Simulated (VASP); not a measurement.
# As4S (Im-3m) in VASP: notebook

The runs below take As4S through single point, relaxation of cell and atoms, with PBE, RPBE.

Everything below comes from runs of VASP 6.6.1. Logs are shortened: lines on timing, memory, paths and dates and some standing lists are left out, and cuts for length are marked.

### 1 The cell of the first run

Symmetry: Im-3m, No. 229, cubic system. Conventional cell: a = 6.099 Å, b = 6.099 Å, c = 6.099 Å, α = 90.00°, β = 90.00°, γ = 90.00°. Within 3.5 Å of As (site symmetry -3m) lie 2 S at 2.64 Å and 6 As at 3.05 Å. S (site symmetry m-3m) has 8 As at 2.64 Å within 3.5 Å.

The cell was built from a structure type or drawn by symmetry, and may not be a known phase.

### 2 Single point, PBE

Contents of INCAR:

```
PREC = Accurate
ENCUT = 520
EDIFF = 1E-6
ISMEAR = 0
SIGMA = 0.1
LREAL = F
LASPH = T
NELM = 60
ALGO = Normal
ISIF = 2
LWAVE = F
LCHARG = F
GGA = PE
NBANDS = 21
```

Contents of KPOINTS:

```
regular mesh
0
Gamma
  4 4 4
```

Contents of POSCAR:

```
As4S
1.0
   -3.0495767700      3.0495767700      3.0495767700
    3.0495767700     -3.0495767700      3.0495767700
    3.0495767700      3.0495767700     -3.0495767700
As S
4 1
Direct
    0.5000000000      0.5000000000      0.5000000000
    0.5000000000      0.0000000000      0.0000000000
    0.0000000000      0.0000000000      0.5000000000
    0.0000000000      0.5000000000      0.0000000000
    0.0000000000      0.0000000000      0.0000000000
```

Potentials or basis: VASP PAW PBE potentials, release 64 (As, S).

Launch:

```
cat potpaw_PBE.64/As/POTCAR potpaw_PBE.64/S/POTCAR > POTCAR
mpirun -np 1 vasp_std > vasp.out
```

OUTCAR:

```text
PREC = Accurate
   ENCUT = 520
   EDIFF = 1E-6
   ISMEAR = 0
   LREAL = F
   LASPH = T
   NELM = 60
   ISIF = 2
   GGA = PE

 ion  position               nearest neighbor table
   1  0.500  0.500  0.500-   5 2.64   5 2.64
   2  0.500  0.000  0.000-   5 2.64   5 2.64
   3  0.000  0.000  0.500-   5 2.64   5 2.64
   4  0.000  0.500  0.000-   5 2.64   5 2.64
   5  0.000  0.000  0.000-   1 2.64   2 2.64   3 2.64   4 2.64   3 2.64   4 2.64   2 2.64   1 2.64

  LATTYP: Found a body centered cubic cell.
 ALAT       =     6.0991535400

  Lattice vectors:

 A1 = (  -3.0495767700,   3.0495767700,   3.0495767700)
 A2 = (   3.0495767700,  -3.0495767700,   3.0495767700)
 A3 = (   3.0495767700,   3.0495767700,  -3.0495767700)

Analysis of symmetry for initial positions (statically):
=====================================================================
 Subroutine PRICEL returns:
 Original cell was already a primitive cell.

 Routine SETGRP: Setting up the symmetry group for a
 body centered cubic supercell.

 Subroutine GETGRP returns: Found 48 space group operations
 (whereof 48 operations were pure point group operations)
 out of a pool of 48 trial point group operations.

The static configuration has the point symmetry O_h .

Analysis of symmetry for dynamics (positions and initial velocities):
=====================================================================
 Subroutine PRICEL returns:
 Original cell was already a primitive cell.

 Routine SETGRP: Setting up the symmetry group for a
 body centered cubic supercell.

 Subroutine GETGRP returns: Found 48 space group operations
 (whereof 48 operations were pure point group operations)
 out of a pool of 48 trial point group operations.

The dynamic configuration has the point symmetry O_h .

 Subroutine INISYM returns: Found 48 space group operations
 (whereof 48 operations are pure point group operations),
 and found     1 'primitive' translations

----------------------------------------------------------------------------------------

                                     Primitive cell

  volume of cell :     113.4433

  direct lattice vectors                    reciprocal lattice vectors
    -3.049576770  3.049576770  3.049576770     0.000000000  0.163957178  0.163957178
     3.049576770 -3.049576770  3.049576770     0.163957178  0.000000000  0.163957178
     3.049576770  3.049576770 -3.049576770     0.163957178  0.163957178  0.000000000

  length of vectors
     5.282021907  5.282021907  5.282021907     0.231870464  0.231870464  0.231870464

  position of ions in fractional coordinates (direct lattice)
     0.500000000  0.500000000  0.500000000
     0.500000000  0.000000000  0.000000000
     0.000000000  0.000000000  0.500000000
     0.000000000  0.500000000  0.000000000
     0.000000000  0.000000000  0.000000000

  ion indices of the primitive-cell ions
   primitive index   ion index
                 1           1
                 2           2
                 3           3
                 4           4
                 5           5

----------------------------------------------------------------------------------------

 KPOINTS: regular mesh

Automatic generation of k-mesh.
 Grid dimensions read from file:
 generate k-points for:    4    4    4

 Generating k-lattice:

  Cartesian coordinates                     Fractional coordinates (reciprocal lattice)
     0.000000000  0.040989294  0.040989294     0.250000000  0.000000000  0.000000000
     0.040989294  0.000000000  0.040989294     0.000000000  0.250000000  0.000000000
     0.040989294  0.040989294  0.000000000     0.000000000  0.000000000  0.250000000

  Length of vectors
     0.057967616  0.057967616  0.057967616

  Shift w.r.t. Gamma in fractional coordinates (k-lattice)
     0.000000000  0.000000000  0.000000000

 Subroutine IBZKPT returns following result:
 ===========================================

 Found      8 irreducible k-points:

 Following reciprocal coordinates:
            Coordinates               Weight
  0.000000  0.000000  0.000000      1.000000
  0.250000  0.000000  0.000000     12.000000
  0.500000  0.000000  0.000000      6.000000
  0.250000  0.250000  0.000000     24.000000
  0.250000  0.250000  0.250000      2.000000
 -0.250000  0.250000  0.250000      6.000000
  0.500000  0.500000  0.250000     12.000000
  0.500000  0.500000  0.500000      1.000000
   k-points           NKPTS =      8   k-points in BZ     NKDIM =      8   number of bands    NBANDS=     21
   number of dos      NEDOS =    301   number of ions     NIONS =      5
   total plane-waves  NPLWV =  64000
   dimension x,y,z NGX =    40 NGY =   40 NGZ =   40
   dimension x,y,z NGXF=    80 NGYF=   80 NGZF=   80
   ions per type =               4   1
   NGX,Y,Z   is equivalent  to a cutoff of  12.59, 12.59, 12.59 a.u.
   NGXF,Y,Z  is equivalent  to a cutoff of  25.18, 25.18, 25.18 a.u.
 SYSTEM =  unknown system
   PREC   = accura    normal or accurate (medium, high low for compatibility)
   ISTART =      0    job   : 0-new  1-cont  2-samecut
   ICHARG =      2    charge: 1-file 2-atom 10-const
   ISPIN  =      1    spin polarized calculation?
   LNONCOLLINEAR =      F non collinear calculations
   LSORBIT =      F    spin-orbit coupling
   LASPH  =      T    aspherical Exc in radial PAW
   ENCUT  =  520.0 eV  38.22 Ry    6.18 a.u.   9.82  9.82  9.82*2*pi/ulx,y,z
   NELM   =     60;   NELMIN=  2; NELMDL= -5     # of ELM steps
   EDIFF  = 0.1E-05   stopping-criterion for ELM
   LREAL  =      F    real-space projection
   EDIFFG = 0.1E-04   stopping-criterion for IOM
   NSW    =      0    number of steps for IOM
   IBRION =     -1    ionic relax: 0-MD 1-quasi-New 2-CG
   NFREE  =      0    steps in history (QN), initial steepest desc. (CG)
   ISIF   =      2    stress and relaxation
   ISYM   =      2    0-nonsym 1-usesym 2-fastsym
   POTIM  = 0.5000    time-step for ionic-motion
   TEBEG  =    0.0;   TEEND  =   0.0 temperature during run
   PSTRESS=    0.0 pullay stress
   NELECT =      26.0000    total number of electrons
   NUPDOWN=      -1.0000    fix difference up-down
   EMIN   =  10.00;   EMAX   =-10.00  energy-range for DOS
   EFERMI =   0.00;   METHOD = LEGACY
   ISMEAR =     0;   SIGMA  =   0.10  broadening in eV -4-tet -1-fermi 0-gaus
   EFERMI_NEDOS =   21; number of points for ismear=-14 and -15
   IALGO  =     38    algorithm
   IMIX   =      4    mixing-type and parameters
     AMIX     =   0.40;   BMIX     =  1.00
     AMIX_MAG =   1.60;   BMIX_MAG =  1.00
  volume/ion in A,a.u.               =      22.69       153.11
  Fermi-wavevector in a.u.,A,eV,Ry     =   1.001858  1.893238 13.656445  1.003720
  Thomas-Fermi vector in A             =   2.134308
   LORBIT       =      0    0 simple, 1 ext, 2 COOP (PROOUT), +10 PAW based schemes
   GGA     = PE    functional components
   LHFCALC =     F    Hartree Fock is set to
   AEXX    =    0.0000 exact exchange contribution
   IVDW    =     0    specifies the selected vdW correction
   LEPSILON=     F    determine dielectric tensor
   LRPA    =     F    only Hartree local field effects (RPA)
 non-spin polarized calculation
 Gauss-broadening in eV      SIGMA  =   0.10
  energy-cutoff  :      520.00
  volume of cell :      113.44
 maximum number of plane-waves:      3076
   NGX = 19   NGY = 19   NGZ = 19

 number of electron      26.0000004 magnetization

 Free energy of the ion-electron system (eV)
  ---------------------------------------------------
  ext. energy  EPLUGINS =         0.00000000
  ---------------------------------------------------
  free energy    TOTEN  =       -20.28478411 eV

  energy without entropy =      -20.27302202  energy(sigma->0) =      -20.27890306

 E-fermi :   4.4155     XC(G=0):  -9.6837

 val. band max:        4.3962481402   @ k =   0.5000   0.5000   0.2500
 cond. band min:       4.6472963262   @ k =   0.5000   0.0000   0.0000
 fundamental gap:      0.2510481860
 Fermi energy:         4.4155126103

 k-point     1 :       0.0000    0.0000    0.0000
  band No.  band energies     occupation
      1     -11.0694      2.00000
      2      -5.6406      2.00000
      3      -4.9527      2.00000
      4      -4.9527      2.00000
      5      -4.9527      2.00000
      6      -2.2989      2.00000
[... 13 lines left out ...]
     20       9.3087      0.00000
     21       9.4063      0.00000

 k-point     2 :       0.2500    0.0000    0.0000
  band No.  band energies     occupation
      1     -10.8224      2.00000
      2      -6.5630      2.00000
      3      -5.4602      2.00000
      4      -5.3176      2.00000
      5      -5.1265      2.00000
      6      -2.2329      2.00000
[... 13 lines left out ...]
     20       8.7500      0.00000
     21       8.9928      0.00000

 k-point     3 :       0.5000    0.0000    0.0000
  band No.  band energies     occupation
      1     -10.4953      2.00000
      2      -7.4595      2.00000
      3      -5.7987      2.00000
      4      -5.3786      2.00000
      5      -5.2810      2.00000
      6      -2.1714      2.00000
[... 13 lines left out ...]
     20       9.0480      0.00000
     21      10.9704      0.00000

 k-point     4 :       0.2500    0.2500    0.0000
  band No.  band energies     occupation
      1     -10.5041      2.00000
      2      -7.1457      2.00000
      3      -6.5180      2.00000
      4      -5.3333      2.00000
      5      -5.0061      2.00000
      6      -1.3059      2.00000
[... 13 lines left out ...]
     20       8.8387      0.00000
     21      10.2949      0.00000

 k-point     5 :       0.2500    0.2500    0.2500
  band No.  band energies     occupation
      1     -10.4309      2.00000
      2      -6.6642      2.00000
      3      -6.6642      2.00000
      4      -6.6642      2.00000
      5      -4.3690      2.00000
      6      -0.1253      2.00000
[... 13 lines left out ...]
     20       6.5957      0.00000
     21      13.0034      0.00000

 k-point     6 :      -0.2500    0.2500    0.2500
  band No.  band energies     occupation
      1     -10.5860      2.00000
      2      -6.5570      2.00000
      3      -6.3549      2.00000
      4      -6.3549      2.00000
      5      -4.2029      2.00000
      6      -0.5368      2.00000
[... 13 lines left out ...]
     20       8.7554      0.00000
     21       8.9213      0.00000

 k-point     7 :       0.5000    0.5000    0.2500
  band No.  band energies     occupation
      1     -10.2755      2.00000
      2      -7.3120      2.00000
      3      -6.7414      2.00000
      4      -6.3694      2.00000
      5      -3.9104      2.00000
      6      -0.5460      2.00000
[... 13 lines left out ...]
     20       7.9054      0.00000
     21      11.2435      0.00000

 k-point     8 :       0.5000    0.5000    0.5000
  band No.  band energies     occupation
      1      -9.9899      2.00000
      2      -7.1476      2.00000
      3      -7.1476      2.00000
      4      -7.1476      2.00000
      5      -3.0290      2.00000
      6      -0.5513      2.00000
[... 13 lines left out ...]
     20       8.2285      0.00000
     21      12.1836      0.00000

------------------------ aborting loop because EDIFF is reached ----------------------------------------

  FORCE on cell =-STRESS in cart. coord.  units (eV):
  Direction    XX          YY          ZZ          XY          YZ          ZX
  --------------------------------------------------------------------------------------
  -------------------------------------------------------------------------------------
  Total       -2.6866031     -2.6866031     -2.6866031      0.0000000      0.0000000      0.0000000
  in kB      -37.9433257    -37.9433257    -37.9433257      0.0000000      0.0000000      0.0000000
  external PRESSURE =     -37.9433257 kB  Pullay stress =       0.0000000 kB

 VOLUME and BASIS-vectors are now :
 -----------------------------------------------------------------------------
  energy-cutoff  :      520.00
  volume of cell :      113.44
      direct lattice vectors                 reciprocal lattice vectors
    -3.049576770  3.049576770  3.049576770     0.000000000  0.163957178  0.163957178
     3.049576770 -3.049576770  3.049576770     0.163957178  0.000000000  0.163957178
     3.049576770  3.049576770 -3.049576770     0.163957178  0.163957178  0.000000000

 POSITION                                       TOTAL-FORCE (eV/Angst)
 -----------------------------------------------------------------------------------
      1.52479      1.52479      1.52479        -0.000000     -0.000000      0.000000
     -1.52479      1.52479      1.52479        -0.000000     -0.000000     -0.000000
      1.52479      1.52479     -1.52479         0.000000      0.000000     -0.000000
      1.52479     -1.52479      1.52479        -0.000000      0.000000     -0.000000
      0.00000      0.00000      0.00000         0.000000      0.000000      0.000000
 -----------------------------------------------------------------------------------
    total drift:                                0.000000     -0.000000      0.000000

  FREE ENERGIE OF THE ION-ELECTRON SYSTEM (eV)
  ---------------------------------------------------
  free  energy   TOTEN  =       -20.2847841070 eV

  energy  without entropy=      -20.2730220195  energy(sigma->0) =      -20.27890306
```

Run time: 19 s. Hardware: 1 thread of Intel Xeon Platinum 8488C (Sapphire Rapids), shared host; peak memory 0.23 GiB.

What came out:

```yaml
Free_energy: -20.2848 eV
Pressure: -3.8 GPa
Band_gap_on_the_k_mesh: zero (bands 13 and 14 overlap by 2.10 eV)
```

Levels at points of the mesh, in eV from the Fermi level:
```
           k point  band 11  band 12  band 13  band 14  band 15  band 16
(0.00, 0.00, 0.00)    -3.11     1.11     1.11     1.11     2.82     2.82
(0.50, 0.00, 0.00)    -1.46    -1.25    -0.88    -0.36     0.23     0.50
(0.50, 0.50, 0.50)    -2.19    -2.19    -2.19    -0.99     2.90     2.90
```

Caveat: the k points lie up to 0.36 Å⁻¹ apart, too coarse for converged energies and pressures of a metal.

(Part 1 of 3 ends here.)
